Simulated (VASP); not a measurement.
The system is Cs.

```xyz
2
Lattice="5.5663 0.0000 0.0000 -2.7832 4.8206 0.0000 0.0000 0.0000 9.2585" Properties=species:S:1:pos:R:3 pbc="T T T"
Cs    0.0000    3.2137    2.3146
Cs    2.7832    1.6069    6.9439
```

```yaml
Program: VASP 6.6.1
Task: relaxation of volume and atoms at fixed shape
Functional: PBEsol
Dispersion: D4
Potentials_or_basis: VASP PAW PBE potentials, release 64 (Cs_sv)
Cutoff: 600 eV
k_mesh: 3 × 3 × 2
Occupations: methfessel-paxton, width 0.05 eV
Spin: no spin polarisation
```

At the start: pressure -0.3 GPa; volume 124.22 Å³/atom.

Where does the relaxation end?

Over 4 steps the energy falls by 4.9 meV/atom and the volume is 105.42 Å³/atom (-15.1 %); space group P6_3/mmc (No. 194, to 0.05 Å).

Step by step:
```csv
step,energy change (eV),largest force (eV/Å),pressure (GPa),volume (Å³)
1,0.0000,0.0000,-0.28,248.43
2,-0.0125,0.0000,-0.24,240.68
3,-0.0083,0.0000,-0.07,218.40
4,-0.0097,0.0000,0.00,210.84
```

Final structure:
```
Cs
1.0
     5.27006    0.00000    0.00000
    -2.63503    4.56401    0.00000
     0.00000    0.00000    8.76573
Cs
2
Direct
  0.33333 0.66667 0.25000
  0.66667 0.33333 0.75000
```

Caveat: the k points lie up to 0.46 Å⁻¹ apart in the final cell; the volume moved by over 15 % at a fixed basis, so the end points are rough; the PAW data sets were made with another functional, which shifts forces and pressure a little; pairwise dispersion overbinds metals, which lowers pressure and volume.
